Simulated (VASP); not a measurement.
# Pb (Fm-3m) in VASP: further runs

The runs below take Pb through single point, with r2SCAN.

Program: VASP 6.6.1. These are calculated values, not measurements. Logs are shortened: lines on timing, memory, paths and dates and some standing lists are left out, and cuts for length are marked.

## (1) The cell of the first run

Symmetry: Fm-3m, No. 225, cubic system. Conventional cell: a = 4.989 Å, b = 4.989 Å, c = 4.989 Å, α = 90.00°, β = 90.00°, γ = 90.00°. Within 4.6 Å of Pb (site symmetry m-3m) lie 12 Pb at 3.53 Å.

## (2) Single point, r2SCAN

POSCAR

```
Pb
1.0
    0.0000000000      2.4946408835      2.4946408835
    2.4946408835      0.0000000000      2.4946408835
    2.4946408835      2.4946408835      0.0000000000
Pb
1
Direct
    0.0000000000      0.0000000000      0.0000000000
```

INCAR.step1

```
SYSTEM = Pb
PREC = Accurate
ENCUT = 520
ISMEAR = 1
SIGMA = 1.0
LREAL = .False.
LASPH = .True.
NELM = 80
NBANDS = 13
GGA = PE
ALGO = Normal
EDIFF = 1E-4
LWAVE = .True.
LCHARG = .False.
```

INCAR.step2

```
SYSTEM = Pb
PREC = Accurate
ENCUT = 520
EDIFF = 1E-6
ISMEAR = 1
SIGMA = 1.0
LREAL = .False.
LASPH = .True.
NELM = 80
ALGO = Normal
ISIF = 2
LWAVE = .False.
LCHARG = .False.
METAGGA = R2SCAN
LMIXTAU = .True.
NBANDS = 13
ISTART = 1
```

KPOINTS

```
regular mesh
0
Gamma
  11 11 11
  0 0 0
```

Potentials or basis: VASP PAW PBE potentials, release 64 (Pb_d).

The run is started by

```
$ cat potpaw_PBE.64/Pb_d/POTCAR > POTCAR
$ cp INCAR.step1 INCAR
$ mpirun -np 1 vasp_std > vasp.out
$ cp INCAR.step2 INCAR
$ mpirun -np 1 vasp_std > vasp.out
```

OUTCAR:

```text
SYSTEM = Pb
   PREC = Accurate
   ENCUT = 520
   EDIFF = 1E-6
   ISMEAR = 1
   LREAL = .False.
   LASPH = .True.
   NELM = 80
   ISIF = 2
   METAGGA = R2SCAN
   ISTART = 1

 ion  position               nearest neighbor table
   1  0.000  0.000  0.000-

  LATTYP: Found a face centered cubic cell.
 ALAT       =     4.9892817670

  Lattice vectors:

 A1 = (   0.0000000000,   2.4946408835,   2.4946408835)
 A2 = (   2.4946408835,   0.0000000000,   2.4946408835)
 A3 = (   2.4946408835,   2.4946408835,   0.0000000000)

Analysis of symmetry for initial positions (statically):
=====================================================================
 Subroutine PRICEL returns:
 Original cell was already a primitive cell.

 Routine SETGRP: Setting up the symmetry group for a
 face centered cubic supercell.

 Subroutine GETGRP returns: Found 48 space group operations
 (whereof 48 operations were pure point group operations)
 out of a pool of 48 trial point group operations.

The static configuration has the point symmetry O_h .

Analysis of symmetry for dynamics (positions and initial velocities):
=====================================================================
 Subroutine PRICEL returns:
 Original cell was already a primitive cell.

 Routine SETGRP: Setting up the symmetry group for a
 face centered cubic supercell.

 Subroutine GETGRP returns: Found 48 space group operations
 (whereof 48 operations were pure point group operations)
 out of a pool of 48 trial point group operations.

The dynamic configuration has the point symmetry O_h .

 Subroutine INISYM returns: Found 48 space group operations
 (whereof 48 operations are pure point group operations),
 and found     1 'primitive' translations

----------------------------------------------------------------------------------------

                                     Primitive cell

  volume of cell :      31.0495

  direct lattice vectors                    reciprocal lattice vectors
     0.000000000  2.494640883  2.494640883    -0.200429650  0.200429650  0.200429650
     2.494640883  0.000000000  2.494640883     0.200429650 -0.200429650  0.200429650
     2.494640883  2.494640883  0.000000000     0.200429650  0.200429650 -0.200429650

  length of vectors
     3.527954971  3.527954971  3.527954971     0.347154338  0.347154338  0.347154338

  position of ions in fractional coordinates (direct lattice)
     0.000000000  0.000000000  0.000000000

  ion indices of the primitive-cell ions
   primitive index   ion index
                 1           1

----------------------------------------------------------------------------------------

 KPOINTS: regular mesh

Automatic generation of k-mesh.
 Grid dimensions read from file:
 generate k-points for:   11   11   11

 Generating k-lattice:

  Cartesian coordinates                     Fractional coordinates (reciprocal lattice)
    -0.018220877  0.018220877  0.018220877     0.090909091  0.000000000  0.000000000
     0.018220877 -0.018220877  0.018220877     0.000000000  0.090909091  0.000000000
     0.018220877  0.018220877 -0.018220877     0.000000000  0.000000000  0.090909091

  Length of vectors
     0.031559485  0.031559485  0.031559485

  Shift w.r.t. Gamma in fractional coordinates (k-lattice)
     0.000000000  0.000000000  0.000000000

 Subroutine IBZKPT returns following result:
 ===========================================

 Found     56 irreducible k-points:

 Following reciprocal coordinates:
            Coordinates               Weight
  0.000000  0.000000  0.000000      1.000000
  0.090909  0.000000  0.000000      8.000000
  0.181818  0.000000  0.000000      8.000000
  0.272727  0.000000  0.000000      8.000000
  0.363636  0.000000  0.000000      8.000000
  0.454545  0.000000  0.000000      8.000000
[... 16 lines left out ...]
 -0.272727  0.181818  0.000000     24.000000
 -0.181818  0.181818  0.000000     12.000000
 [... further k-points ...]
   k-points           NKPTS =     56   k-points in BZ     NKDIM =     56   number of bands    NBANDS=     13
   number of dos      NEDOS =    301   number of ions     NIONS =      1
   total plane-waves  NPLWV =  21952
   dimension x,y,z NGX =    28 NGY =   28 NGZ =   28
   dimension x,y,z NGXF=    56 NGYF=   56 NGZF=   56
   ions per type =               1
   NGX,Y,Z   is equivalent  to a cutoff of  13.19, 13.19, 13.19 a.u.
   NGXF,Y,Z  is equivalent  to a cutoff of  26.39, 26.39, 26.39 a.u.
 SYSTEM =  Pb
   PREC   = accura    normal or accurate (medium, high low for compatibility)
   ISTART =      1    job   : 0-new  1-cont  2-samecut
   ICHARG =      0    charge: 1-file 2-atom 10-const
   ISPIN  =      1    spin polarized calculation?
   LNONCOLLINEAR =      F non collinear calculations
   LSORBIT =      F    spin-orbit coupling
   LASPH  =      T    aspherical Exc in radial PAW
   ENCUT  =  520.0 eV  38.22 Ry    6.18 a.u.   6.56  6.56  6.56*2*pi/ulx,y,z
   NELM   =     80;   NELMIN=  2; NELMDL=  0     # of ELM steps
   EDIFF  = 0.1E-05   stopping-criterion for ELM
   LREAL  =      F    real-space projection
   EDIFFG = 0.1E-04   stopping-criterion for IOM
   NSW    =      0    number of steps for IOM
   IBRION =     -1    ionic relax: 0-MD 1-quasi-New 2-CG
   NFREE  =      0    steps in history (QN), initial steepest desc. (CG)
   ISIF   =      2    stress and relaxation
   ISYM   =      2    0-nonsym 1-usesym 2-fastsym
   POTIM  = 0.5000    time-step for ionic-motion
   TEBEG  =    0.0;   TEEND  =   0.0 temperature during run
   PSTRESS=    0.0 pullay stress
   NELECT =      14.0000    total number of electrons
   NUPDOWN=      -1.0000    fix difference up-down
   EMIN   =  10.00;   EMAX   =-10.00  energy-range for DOS
   EFERMI =   0.00;   METHOD = LEGACY
   ISMEAR =     1;   SIGMA  =   1.00  broadening in eV -4-tet -1-fermi 0-gaus
   EFERMI_NEDOS =   21; number of points for ismear=-14 and -15
   IALGO  =     38    algorithm
   IMIX   =      4    mixing-type and parameters
     AMIX     =   0.40;   BMIX     =  1.00
     AMIX_MAG =   1.60;   BMIX_MAG =  1.00
  volume/ion in A,a.u.               =      31.05       209.53
  Fermi-wavevector in a.u.,A,eV,Ry     =   1.255354  2.372275 21.441600  1.575913
  Thomas-Fermi vector in A             =   2.389115
   LORBIT       =      0    0 simple, 1 ext, 2 COOP (PROOUT), +10 PAW based schemes
   METAGGA = R2SCAN    functional components
   LHFCALC =     F    Hartree Fock is set to
   AEXX    =    0.0000 exact exchange contribution
   IVDW    =     0    specifies the selected vdW correction
   LEPSILON=     F    determine dielectric tensor
   LRPA    =     F    only Hartree local field effects (RPA)
 non-spin polarized calculation
 Methfessel and Paxton  Order N= 1 SIGMA  =   1.00
  energy-cutoff  :      520.00
  volume of cell :       31.05
 maximum number of plane-waves:       869
   NGX = 13   NGY = 13   NGZ = 13

 number of electron      14.0000000 magnetization

 Free energy of the ion-electron system (eV)
  ---------------------------------------------------
  ext. energy  EPLUGINS =         0.00000000
  ---------------------------------------------------
  free energy    TOTEN  =       -56.27785212 eV

  energy without entropy =      -56.28431108  energy(sigma->0) =      -56.28000510

 E-fermi :   7.0113     XC(G=0): -10.7977

 val. band max:        6.9957550874   @ k =   0.3636   0.2727   0.0000
 cond. band min:       7.0803339272   @ k =   0.2727   0.0000   0.0000
 fundamental gap:      0.0845788398
 Fermi energy:         7.0113106755

 k-point     1 :       0.0000    0.0000    0.0000
  band No.  band energies     occupation
      1     -10.7460      2.00000
      2     -10.7460      2.00000
      3     -10.7460      2.00000
      4     -10.6086      2.00000
      5     -10.6086      2.00000
      6      -5.1721      2.00000
      7      14.4998     -0.00000
      8      14.4998     -0.00000
      9      14.4998     -0.00000
     10      17.3595     -0.00000
     11      18.9430     -0.00000
     12      19.8887     -0.00000
     13      19.8887     -0.00000

 k-point     2 :       0.0909    0.0000    0.0000
  band No.  band energies     occupation
      1     -10.7462      2.00000
      2     -10.7344      2.00000
      3     -10.7344      2.00000
      4     -10.6091      2.00000
      5     -10.6091      2.00000
      6      -5.0090      2.00000
      7      12.7599     -0.00000
      8      14.2995     -0.00000
      9      14.2995     -0.00000
     10      16.9808     -0.00000
     11      19.6694     -0.00000
     12      20.2443     -0.00000
     13      20.2443     -0.00000

 k-point     3 :       0.1818    0.0000    0.0000
  band No.  band energies     occupation
      1     -10.7487      2.00000
      2     -10.7141      2.00000
      3     -10.7141      2.00000
      4     -10.5991      2.00000
      5     -10.5991      2.00000
      6      -4.5200      2.00000
      7       9.8730     -0.00040
      8      13.8315     -0.00000
      9      13.8315     -0.00000
     10      16.6066     -0.00000
     11      20.0906     -0.00000
     12      20.4955     -0.00000
     13      20.4955     -0.00000
[... 305 lines left out ...]
 k-point    23 :      -0.2727    0.1818    0.0000
  band No.  band energies     occupation
      1     -10.7344      2.00000
      2     -10.7192      2.00000
      3     -10.6574      2.00000
      4     -10.5810      2.00000
      5     -10.5241      2.00000
      6      -2.5094      2.00000
      7       5.8556      2.06930
      8       8.7287     -0.03559
      9      12.9401     -0.00000
     10      16.1885     -0.00000
     11      19.2070     -0.00000
     12      20.0506     -0.00000
     13      21.7635     -0.00000

 k-point    24 :      -0.1818    0.1818    0.0000
  band No.  band energies     occupation
      1     -10.7394      2.00000
      2     -10.7128      2.00000
      3     -10.6507      2.00000
      4     -10.6368      2.00000
      5     -10.5372      2.00000
      6      -3.4552      2.00000
      7       7.8080      0.02162
      8       9.5253     -0.00218
      9      13.8601     -0.00000
     10      17.2427     -0.00000
     11      18.6191     -0.00000
     12      19.8587     -0.00000
     13      20.5029     -0.00000

 [... further k-points ...]
[... 5 lines left out ...]
  --------------------------------------------------------------------------------------
  -------------------------------------------------------------------------------------
  Total        0.0172732      0.0172732      0.0172732     -0.0000000      0.0000000      0.0000000
  in kB        0.8913122      0.8913122      0.8913122     -0.0000000      0.0000000      0.0000000
  external PRESSURE =       0.8913122 kB  Pullay stress =       0.0000000 kB

 VOLUME and BASIS-vectors are now :
 -----------------------------------------------------------------------------
  energy-cutoff  :      520.00
  volume of cell :       31.05
      direct lattice vectors                 reciprocal lattice vectors
     0.000000000  2.494640883  2.494640883    -0.200429650  0.200429650  0.200429650
     2.494640883  0.000000000  2.494640883     0.200429650 -0.200429650  0.200429650
     2.494640883  2.494640883  0.000000000     0.200429650  0.200429650 -0.200429650

 POSITION                                       TOTAL-FORCE (eV/Angst)
 -----------------------------------------------------------------------------------
      0.00000      0.00000      0.00000         0.000000      0.000000      0.000000
 -----------------------------------------------------------------------------------
    total drift:                               -0.000000     -0.000000     -0.000000

  FREE ENERGIE OF THE ION-ELECTRON SYSTEM (eV)
  ---------------------------------------------------
  free  energy   TOTEN  =       -56.2778521159 eV

  energy  without entropy=      -56.2843110797  energy(sigma->0) =      -56.28000510
```

Wall time 2.1 min (1 thread of Intel Xeon Platinum 8259CL at 2.50GHz (Skylake/Cascade Lake), shared host); peak memory 0.17 GiB.

What came out:

- Free energy: -56.2779 eV
- Pressure: 0.1 GPa
- Band gap on the k mesh: zero (band 7 reaches 14.50 eV, above the bottom of band 8 at 5.53 eV)

Caveat: the PAW data sets were made with another functional, which shifts forces and pressure a little; spin-orbit coupling is left out, which moves the levels of the heavy elements.

## (3) Single point, r2SCAN

POSCAR is that of step 2.

INCAR.step1

```
  PREC = Accurate
  ENCUT = 520
  ISMEAR = 1
  SIGMA = 0.01
  LREAL = False
  LASPH = True
  NELM = 60
  NBANDS = 13
  GGA = PE
  ALGO = Normal
  EDIFF = 1E-4
  LWAVE = True
  LCHARG = False
```

INCAR.step2

```
  PREC = Accurate
  ENCUT = 520
  EDIFF = 1E-7
  ISMEAR = 1
  SIGMA = 0.01
  LREAL = False
  LASPH = True
  NELM = 60
  ALGO = Normal
  ISIF = 2
  LWAVE = False
  LCHARG = True
  METAGGA = R2SCAN
  LMIXTAU = True
  LELF = True
  LVHAR = True
  NBANDS = 13
  ISTART = 1
```

KPOINTS

```
Automatic mesh
0
Gamma
  11 11 11
```

Potentials or basis: VASP PAW PBE potentials, release 64 (Pb_d).

The run is started by

```
$ cat potpaw_PBE.64/Pb_d/POTCAR > POTCAR
$ cp INCAR.step1 INCAR
$ mpirun -np 1 vasp_std > vasp.out
$ cp INCAR.step2 INCAR
$ mpirun -np 1 vasp_std > vasp.out
```

OUTCAR:

```text
PREC = Accurate
   ENCUT = 520
   EDIFF = 1E-7
   ISMEAR = 1
   LREAL = False
   LASPH = True
   NELM = 60
   ISIF = 2
   METAGGA = R2SCAN
   ISTART = 1

 ion  position               nearest neighbor table
   1  0.000  0.000  0.000-

  LATTYP: Found a face centered cubic cell.
 ALAT       =     4.9892817670

  Lattice vectors:

 A1 = (   0.0000000000,   2.4946408835,   2.4946408835)
 A2 = (   2.4946408835,   0.0000000000,   2.4946408835)
 A3 = (   2.4946408835,   2.4946408835,   0.0000000000)

Analysis of symmetry for initial positions (statically):
=====================================================================
 Subroutine PRICEL returns:
 Original cell was already a primitive cell.

 Routine SETGRP: Setting up the symmetry group for a
 face centered cubic supercell.

 Subroutine GETGRP returns: Found 48 space group operations
 (whereof 48 operations were pure point group operations)
 out of a pool of 48 trial point group operations.

The static configuration has the point symmetry O_h .

Analysis of symmetry for dynamics (positions and initial velocities):
[... 161 lines left out ...]
 fundamental gap:      0.0846574243
 Fermi energy:         6.9987677684

 k-point     1 :       0.0000    0.0000    0.0000
  band No.  band energies     occupation
      1     -10.7485      2.00000
      2     -10.7485      2.00000
      3     -10.7485      2.00000
      4     -10.6112      2.00000
      5     -10.6112      2.00000
      6      -5.1733      2.00000
      7      14.5001      0.00000
      8      14.5001      0.00000
      9      14.5001      0.00000
     10      17.3618      0.00000
     11      18.9440      0.00000
     12      19.8860      0.00000
     13      19.8860      0.00000
[... 354 lines left out ...]
  band No.  band energies     occupation
      1     -10.7419      2.00000
      2     -10.7153      2.00000
      3     -10.6532      2.00000
      4     -10.6393      2.00000
      5     -10.5397      2.00000
      6      -3.4563      2.00000
      7       7.8075      0.00000
      8       9.5244      0.00000
      9      13.8596      0.00000
     10      17.2433      0.00000
     11      18.6207      0.00000
     12      19.8582      0.00000
     13      20.5019      0.00000

 [... further k-points ...]
[... 5 lines left out ...]
  --------------------------------------------------------------------------------------
  -------------------------------------------------------------------------------------
  Total       -0.0033976     -0.0033976     -0.0033976      0.0000000      0.0000000      0.0000000
  in kB       -0.1753175     -0.1753175     -0.1753175      0.0000000      0.0000000      0.0000000
  external PRESSURE =      -0.1753175 kB  Pullay stress =       0.0000000 kB

 VOLUME and BASIS-vectors are now :
 -----------------------------------------------------------------------------
  energy-cutoff  :      520.00
  volume of cell :       31.05
      direct lattice vectors                 reciprocal lattice vectors
     0.000000000  2.494640883  2.494640883    -0.200429650  0.200429650  0.200429650
     2.494640883  0.000000000  2.494640883     0.200429650 -0.200429650  0.200429650
     2.494640883  2.494640883  0.000000000     0.200429650  0.200429650 -0.200429650

 POSITION                                       TOTAL-FORCE (eV/Angst)
 -----------------------------------------------------------------------------------
      0.00000      0.00000      0.00000         0.000000      0.000000      0.000000
 -----------------------------------------------------------------------------------
    total drift:                               -0.000000     -0.000000     -0.000000

  FREE ENERGIE OF THE ION-ELECTRON SYSTEM (eV)
  ---------------------------------------------------
  free  energy   TOTEN  =       -56.2836350664 eV

  energy  without entropy=      -56.2836029929  energy(sigma->0) =      -56.28362438
```

OUTCAR.step1:

```text
PREC = Accurate
   ENCUT = 520
   ISMEAR = 1
   LREAL = False
   LASPH = True
   NELM = 60
[... 598 lines left out ...]

 POSITION                                       TOTAL-FORCE (eV/Angst)
 -----------------------------------------------------------------------------------
      0.00000      0.00000      0.00000         0.000000      0.000000     -0.000000
 -----------------------------------------------------------------------------------
    total drift:                               -0.000000     -0.000000     -0.000000

  FREE ENERGIE OF THE ION-ELECTRON SYSTEM (eV)
  ---------------------------------------------------
  free  energy   TOTEN  =        -3.5631274602 eV

  energy  without entropy=       -3.5630953867  energy(sigma->0) =       -3.56311677
```

It took 2.1 min on 1 thread of Intel Xeon Platinum 8259CL at 2.50GHz (Skylake/Cascade Lake), shared host; peak memory 0.17 GiB.

Results:

```yaml
Free_energy: -56.2836 eV
Pressure: 0.0 GPa
Band_gap_on_the_k_mesh: zero (band 7 reaches 14.50 eV, above the bottom of band 8 at 5.53 eV)
```

Levels at points of the mesh, in eV from the Fermi level:
| k point | band 3 | band 4 | band 5 | band 6 | band 7 | band 8 | band 9 | band 10 | band 11 | band 12 |
| --- | --- | --- | --- | --- | --- | --- | --- | --- | --- | --- |
| (0.00, 0.00, 0.00) | -17.75 | -17.61 | -17.61 | -12.17 | 7.50 | 7.50 | 7.50 | 10.36 | 11.95 | 12.89 |

Caveat: the PAW data sets were made with another functional, which shifts forces and pressure a little; spin-orbit coupling is left out, which moves the levels of the heavy elements.
